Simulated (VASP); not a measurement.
# CuO (P-1) in VASP: further runs

CuO is run at these levels: PBE+D3(BJ), BLYP; tasks: single point.

Everything below comes from runs of VASP 6.6.1. Logs are shortened: lines on timing, memory, paths and dates and some standing lists are left out, and cuts for length are marked.

### Step 1. The cell of the first run

The typed cell holds 8 atoms: a = 2.912 Å, b = 5.140 Å, c = 6.498 Å, α = 89.99°, β = 116.29°, γ = 90.03°.

### Step 2. Single point, PBE+D3(BJ)

INCAR reads:

```
SYSTEM = CuO
ALGO = Normal
EDIFF = 1E-6
ENCUT = 520
GGA = PE
ISIF = 2
ISMEAR = -1
IVDW = 12
LASPH = .True.
LCHARG = .False.
LREAL = .False.
LWAVE = .False.
NBANDS = 44
NELM = 60
PREC = Accurate
SIGMA = 0.05
```

KPOINTS reads:

```
k-points
0
Gamma
  9 5 5
  0 0 0
```

POSCAR reads:

```
CuO
1.0
   -2.0591135855      2.0530272542     -0.1600535537
    0.4010372868     -0.0009402696     -5.1244376880
   -2.0600837056     -6.1604093358     -0.1614891313
Cu O
4 4
Direct
    0.2499848531     -0.0000030137      0.2499876519
    0.7499892802      0.0000000988      0.7499901326
    1.0000079696      0.5000007818      0.5000026023
    0.5000107087      0.5000009982      1.0000060154
    0.7498248511      0.7497478060      0.2499645894
    0.2498265507      0.7497520861      0.7499640675
    0.7501768102      0.2502469681      0.2500427893
    0.2501790064      0.2502542547      0.7500421817
```

Potentials or basis: VASP PAW PBE potentials, release 64 (Cu, O).

On the command line:

```bash
$ cat potpaw_PBE.64/Cu/POTCAR potpaw_PBE.64/O/POTCAR > POTCAR
$ mpirun -np 1 vasp_std > vasp.out
```

OUTCAR:

```text
SYSTEM = CuO
   EDIFF = 1E-6
   ENCUT = 520
   GGA = PE
   ISIF = 2
   ISMEAR = -1
   IVDW = 12
   LASPH = .True.
   LREAL = .False.
   NELM = 60
   PREC = Accurate
 IVDW          = 12

 ion  position               nearest neighbor table
   1  0.250  1.000  0.250-   5 1.94   7 1.94   5 1.94   7 1.94
   2  0.750  0.000  0.750-   6 1.94   8 1.94   6 1.94   8 1.94
   3  0.000  0.500  0.500-   6 1.94   7 1.94   5 1.94   8 1.94
   4  0.500  0.500  0.000-   5 1.94   8 1.94   7 1.94   6 1.94
   5  0.750  0.750  0.250-   4 1.94   3 1.94   1 1.94   1 1.94
   6  0.250  0.750  0.750-   3 1.94   4 1.94   2 1.94   2 1.94
   7  0.750  0.250  0.250-   3 1.94   4 1.94   1 1.94   1 1.94
   8  0.250  0.250  0.750-   4 1.94   3 1.94   2 1.94   2 1.94

  LATTYP: Found a triclinic cell.
 ALAT       =     2.9121275392
 B/A-ratio  =     2.0005840901
 C/A-ratio  =     1.7650691092
 COS(alpha) =     0.0000121621
 COS(beta)  =     0.0005028686
 COS(gamma) =     0.0059408364

  Lattice vectors:

 A1 = (  -2.0591135855,   2.0530272542,  -0.1600535537)
 A2 = (  -4.1191972911,  -4.1073820816,  -0.3215426850)
 A3 = (  -0.4010372868,   0.0009402696,   5.1244376880)

Analysis of symmetry for initial positions (statically):
=====================================================================
 Subroutine PRICEL returns:
 Original cell was already a primitive cell.

 Routine SETGRP: Setting up the symmetry group for a
 triclinic supercell.

 Subroutine GETGRP returns: Found  1 space group operations
 (whereof  1 operations were pure point group operations)
 out of a pool of  2 trial point group operations.

The static configuration has the point symmetry C_1 .

Analysis of symmetry for dynamics (positions and initial velocities):
=====================================================================
 Subroutine PRICEL returns:
 Original cell was already a primitive cell.

 Routine SETGRP: Setting up the symmetry group for a
 triclinic supercell.

 Subroutine GETGRP returns: Found  1 space group operations
 (whereof  1 operations were pure point group operations)
 out of a pool of  2 trial point group operations.

The dynamic configuration has the point symmetry C_1 .

 Subroutine INISYM returns: Found  1 space group operations
 (whereof  1 operations are pure point group operations),
 and found     1 'primitive' translations

----------------------------------------------------------------------------------------

                                     Primitive cell

  volume of cell :      87.2051

  direct lattice vectors                    reciprocal lattice vectors
    -2.059113586  2.053027254 -0.160053554    -0.362002623  0.121799429 -0.028352589
     0.401037287 -0.000940270 -5.124437688     0.015108482  0.000032117 -0.193960982
    -2.060083706 -6.160409336 -0.161489131    -0.120643843 -0.121735820 -0.009419222

  length of vectors
     2.912127539  5.140106362  6.497743208     0.382994608  0.194548528  0.171648678

  position of ions in fractional coordinates (direct lattice)
     0.249984853  0.999996986  0.249987652
     0.749989280  0.000000099  0.749990133
     0.000007970  0.500000782  0.500002602
     0.500010709  0.500000998  0.000006015
     0.749824851  0.749747806  0.249964589
     0.249826551  0.749752086  0.749964068
     0.750176810  0.250246968  0.250042789
     0.250179006  0.250254255  0.750042182

  ion indices of the primitive-cell ions
   primitive index   ion index
                 1           1
                 2           2
                 3           3
                 4           4
                 5           5
                 6           6
                 7           7
                 8           8

----------------------------------------------------------------------------------------

 KPOINTS: k-points

Automatic generation of k-mesh.
 Grid dimensions read from file:
 generate k-points for:    9    5    5

 Generating k-lattice:

  Cartesian coordinates                     Fractional coordinates (reciprocal lattice)
    -0.040222514  0.013533270 -0.003150288     0.111111111  0.000000000 -0.000000000
     0.003021696  0.000006423 -0.038792196     0.000000000  0.200000000  0.000000000
    -0.024128769 -0.024347164 -0.001883844    -0.000000000  0.000000000  0.200000000

  Length of vectors
     0.042554956  0.038909706  0.034329736

  Shift w.r.t. Gamma in fractional coordinates (k-lattice)
     0.000000000  0.000000000  0.000000000

 Subroutine IBZKPT returns following result:
 ===========================================

 Found    113 irreducible k-points:

 Following reciprocal coordinates:
            Coordinates               Weight
  0.000000  0.000000  0.000000      1.000000
  0.111111 -0.000000  0.000000      2.000000
  0.222222 -0.000000  0.000000      2.000000
  0.333333 -0.000000  0.000000      2.000000
  0.444444 -0.000000  0.000000      2.000000
  0.000000  0.200000 -0.000000      2.000000
[... 16 lines left out ...]
 -0.111111  0.400000 -0.000000      2.000000
 -0.000000 -0.000000  0.200000      2.000000
 [... further k-points ...]
   k-points           NKPTS =    113   k-points in BZ     NKDIM =    113   number of bands    NBANDS=     44
   number of dos      NEDOS =    301   number of ions     NIONS =      8
   total plane-waves  NPLWV =  46080
   dimension x,y,z NGX =    24 NGY =   40 NGZ =   48
   dimension x,y,z NGXF=    48 NGYF=   80 NGZF=   96
   ions per type =               4   4
   NGX,Y,Z   is equivalent  to a cutoff of  13.70, 12.94, 12.28 a.u.
   NGXF,Y,Z  is equivalent  to a cutoff of  27.40, 25.87, 24.56 a.u.
 SYSTEM =  CuO
   PREC   = accura    normal or accurate (medium, high low for compatibility)
   ISTART =      0    job   : 0-new  1-cont  2-samecut
   ICHARG =      2    charge: 1-file 2-atom 10-const
   ISPIN  =      1    spin polarized calculation?
   LNONCOLLINEAR =      F non collinear calculations
   LSORBIT =      F    spin-orbit coupling
   LASPH  =      T    aspherical Exc in radial PAW
   ENCUT  =  520.0 eV  38.22 Ry    6.18 a.u.   5.41  9.56 12.08*2*pi/ulx,y,z
   NELM   =     60;   NELMIN=  2; NELMDL= -5     # of ELM steps
   EDIFF  = 0.1E-05   stopping-criterion for ELM
   LREAL  =      F    real-space projection
   EDIFFG = 0.1E-04   stopping-criterion for IOM
   NSW    =      0    number of steps for IOM
   IBRION =     -1    ionic relax: 0-MD 1-quasi-New 2-CG
   NFREE  =      0    steps in history (QN), initial steepest desc. (CG)
   ISIF   =      2    stress and relaxation
   ISYM   =      2    0-nonsym 1-usesym 2-fastsym
   POTIM  = 0.5000    time-step for ionic-motion
   TEBEG  =    0.0;   TEEND  =   0.0 temperature during run
   PSTRESS=    0.0 pullay stress
   NELECT =      68.0000    total number of electrons
   NUPDOWN=      -1.0000    fix difference up-down
   EMIN   =  10.00;   EMAX   =-10.00  energy-range for DOS
   EFERMI =   0.00;   METHOD = LEGACY
   ISMEAR =    -1;   SIGMA  =   0.05  broadening in eV -4-tet -1-fermi 0-gaus
   EFERMI_NEDOS =   21; number of points for ismear=-14 and -15
   IALGO  =     38    algorithm
   IMIX   =      4    mixing-type and parameters
     AMIX     =   0.40;   BMIX     =  1.00
     AMIX_MAG =   1.60;   BMIX_MAG =  1.00
  volume/ion in A,a.u.               =      10.90        73.56
  Fermi-wavevector in a.u.,A,eV,Ry     =   1.506828  2.847493 30.892463  2.270532
  Thomas-Fermi vector in A             =   2.617495
   LORBIT       =      0    0 simple, 1 ext, 2 COOP (PROOUT), +10 PAW based schemes
   GGA     = PE    functional components
   LHFCALC =     F    Hartree Fock is set to
   AEXX    =    0.0000 exact exchange contribution
   IVDW    =    12    specifies the selected vdW correction
   LEPSILON=     F    determine dielectric tensor
   LRPA    =     F    only Hartree local field effects (RPA)
 non-spin polarized calculation
  energy-cutoff  :      520.00
  volume of cell :       87.21
 maximum number of plane-waves:      2371
 NGX is ok and might be reduce to    24
   NGX = 11   NGY = 19   NGZ = 25

 number of electron      67.9999999 magnetization

 Free energy of the ion-electron system (eV)
  ---------------------------------------------------
  ext. energy  EPLUGINS =         0.00000000
  ---------------------------------------------------
  free energy    TOTEN  =       -39.43757485 eV

  energy without entropy =      -39.39968243  energy(sigma->0) =      -39.41862864

 E-fermi :   5.0821     XC(G=0): -11.4099

 val. band max:        5.0789633583   @ k =   0.1111  -0.0000   0.4000
 cond. band min:       5.0920908939   @ k =  -0.2222  -0.4000   0.4000
 fundamental gap:      0.0131275356
 Fermi energy:         5.0821138875

 k-point     1 :       0.0000    0.0000    0.0000
  band No.  band energies     occupation
      1     -14.8314      2.00000
      2     -14.2118      2.00000
      3     -13.5032      2.00000
      4     -13.3253      2.00000
      5      -3.1522      2.00000
      6      -2.1251      2.00000
[... 36 lines left out ...]
     43      16.1188      0.00000
     44      17.3317      0.00000

 k-point     2 :       0.1111   -0.0000    0.0000
  band No.  band energies     occupation
      1     -14.7483      2.00000
      2     -14.1724      2.00000
      3     -13.4775      2.00000
      4     -13.3157      2.00000
      5      -3.0080      2.00000
      6      -2.0139      2.00000
[... 36 lines left out ...]
     43      15.7943      0.00000
     44      17.2137      0.00000

 k-point     3 :       0.2222   -0.0000    0.0000
  band No.  band energies     occupation
      1     -14.5267      2.00000
      2     -14.0711      2.00000
      3     -13.4122      2.00000
      4     -13.2915      2.00000
      5      -2.6150      2.00000
      6      -1.7558      2.00000
[... 36 lines left out ...]
     43      15.5414      0.00000
     44      16.0173      0.00000

 k-point     4 :       0.3333   -0.0000    0.0000
  band No.  band energies     occupation
      1     -14.2465      2.00000
      2     -13.9605      2.00000
      3     -13.3352      2.00000
      4     -13.2651      2.00000
      5      -2.0935      2.00000
      6      -1.4968      2.00000
[... 882 lines left out ...]
     43      15.7943      0.00000
     44      16.4803      0.00000

 k-point    23 :      -0.1111    0.4000   -0.0000
  band No.  band energies     occupation
      1     -14.3626      2.00000
      2     -13.9739      2.00000
      3     -13.9535      2.00000
      4     -13.5809      2.00000
      5      -1.6963      2.00000
      6      -1.6896      2.00000
[... 36 lines left out ...]
     43      15.7422      0.00000
     44      17.2286      0.00000

 k-point    24 :      -0.0000   -0.0000    0.2000
  band No.  band energies     occupation
      1     -14.7772      2.00000
      2     -14.2766      2.00000
      3     -13.4865      2.00000
      4     -13.3426      2.00000
      5      -3.0584      2.00000
      6      -2.1676      2.00000
[... 36 lines left out ...]
     43      15.1109      0.00000
     44      17.6210      0.00000

 [... further k-points ...]

------------------------ aborting loop because EDIFF is reached ----------------------------------------

 Edisp (eV)   -2.10565

 E8    (eV) :    -0.8098

  FORCE on cell =-STRESS in cart. coord.  units (eV):
  Direction    XX          YY          ZZ          XY          YZ          ZX
  --------------------------------------------------------------------------------------
  -------------------------------------------------------------------------------------
  Total       0.31026     0.34109     0.57080     0.00860     0.00053    -0.01125
  in kB       5.70035     6.26661    10.48696     0.15802     0.00966    -0.20672
  external pressure =        7.48 kB  Pullay stress =        0.00 kB

 VOLUME and BASIS-vectors are now :
 -----------------------------------------------------------------------------
  energy-cutoff  :      520.00
  volume of cell :       87.21
      direct lattice vectors                 reciprocal lattice vectors
    -2.059113586  2.053027254 -0.160053554    -0.362002623  0.121799429 -0.028352589
     0.401037287 -0.000940270 -5.124437688     0.015108482  0.000032117 -0.193960982
    -2.060083706 -6.160409336 -0.161489131    -0.120643843 -0.121735820 -0.009419222

 POSITION                                       TOTAL-FORCE (eV/Angst)
 -----------------------------------------------------------------------------------
     -0.62871     -1.02774     -5.20480        -0.000270     -0.000256     -0.000026
     -3.08936     -3.08050     -0.24115        -0.000295     -0.000251     -0.000097
     -0.82954     -3.08067     -2.64297         0.000189      0.000051     -0.000111
     -0.82907      1.02603     -2.64225         0.000147      0.000022     -0.000058
     -1.75825     -0.00118     -4.00241         0.000152     -0.001336     -0.001130
     -1.75873     -4.10789     -4.00315        -0.000271     -0.001831     -0.001501
     -1.95945     -0.00047     -1.44282         0.000456      0.002074      0.001062
     -1.95994     -4.10718     -1.44358        -0.000107      0.001525      0.001861
 -----------------------------------------------------------------------------------
    total drift:                               -0.000122     -0.000097      0.000271

  FREE ENERGIE OF THE ION-ELECTRON SYSTEM (eV)
  ---------------------------------------------------
  free  energy   TOTEN  =       -41.5432263155 eV

  energy  without entropy=      -41.5053338909  energy(sigma->0) =      -41.52428010
```

Run time: 10 min. Hardware: 1 thread of Intel Xeon Platinum 8488C (Sapphire Rapids), shared host; peak memory 0.43 GiB.

Results:

```yaml
Free_energy: -41.5432 eV
Pressure: 0.7 GPa
Band_gap_on_the_k_mesh: zero (bands 34 and 35 overlap by 0.77 eV)
Dispersion_energy_per_atom: -0.263 eV
```

Forces on the atoms (eV/Å):
```
Cu   0.000  0.000  0.000
Cu   0.000  0.000  0.000
Cu   0.000  0.000  0.000
Cu   0.000  0.000  0.000
O    0.000 -0.001 -0.001
O    0.000 -0.002 -0.002
O    0.000  0.002  0.001
O    0.000  0.002  0.002
```

Stress tensor (GPa, compression positive):
```
 0.57  0.02 -0.02
 0.02  0.63  0.00
-0.02  0.00  1.05
```

Caveat: semilocal functionals often make such compounds metallic where correlation or magnetic order opens a gap, which also shifts bond lengths. With open d or f shells a metallic result of PBE can be an artefact of self-interaction; +U or a hybrid may open a gap.

### Step 3. Single point, BLYP

This run uses another cell than the first one, of 11.65 Å³/atom.

INCAR reads:

```
  AGGAC = 1.0
  AGGAX = 1.0
  ALDAC = 0.0
  ALDAX = 1.0
  ALGO = Normal
  EDIFF = 1E-6
  ENCUT = 520
  GGA = B5
  ISIF = 2
  ISMEAR = -1
  LASPH = T
  LCHARG = T
  LELF = T
  LREAL = F
  LVHAR = T
  LWAVE = F
  NBANDS = 44
  NELM = 60
  PREC = Accurate
  SIGMA = 0.05
```

KPOINTS reads:

```
k-points
0
Gamma
  9 5 5
```

POSCAR reads:

```
CuO
1.0
   -2.1132435617      2.1154733653     -0.1665078601
    0.4073030266     -0.0001768958     -5.1794973567
   -2.1130658702     -6.3461769316     -0.1667174036
Cu O
4 4
Direct
    0.2499971922     -0.0000101380      0.2500010795
    0.7499996580      0.0000097675      0.7500012403
    1.0000080440      0.5000005679      0.4999991958
    0.5000030064      0.4999989082      0.9999990915
    0.7500613442      0.7497973769      0.2500071897
    0.2500616023      0.7498359200      0.7500062841
    0.7499330308      0.2501653910      0.2499923825
    0.2499361522      0.2502021866      0.7499935666
```

Potentials or basis: VASP PAW PBE potentials, release 64 (Cu, O).

On the command line:

```bash
$ cat potpaw_PBE.64/Cu/POTCAR potpaw_PBE.64/O/POTCAR > POTCAR
$ mpirun -np 1 vasp_std > vasp.out
```

Wall time 16 min (1 thread of AMD EPYC 7R13, shared host); peak memory 0.42 GiB.

The run converged. Its results:

```yaml
Free_energy: -36.6284 eV
Pressure: 0.7 GPa
Band_gap_on_the_k_mesh: zero (bands 34 and 35 overlap by 0.72 eV)
```

Stress tensor (GPa, compression positive):
```
 0.54  0.02 -0.04
 0.02  0.58 -0.01
-0.04 -0.01  0.93
```

Levels at points of the mesh, in eV from the Fermi level:
| k point | band 31 | band 32 | band 33 | band 34 | band 35 | band 36 | band 37 | band 38 |
| --- | --- | --- | --- | --- | --- | --- | --- | --- |
| (0.00, 0.00, 0.00) | -1.53 | -1.43 | 0.21 | 0.47 | 0.65 | 0.66 | 1.45 | 3.97 |

Caveat: the PAW data sets were made with another functional, which shifts forces and pressure a little; semilocal functionals often make such compounds metallic where correlation or magnetic order opens a gap, which also shifts bond lengths. With open d or f shells a metallic result of BLYP can be an artefact of self-interaction; +U or a hybrid may open a gap.
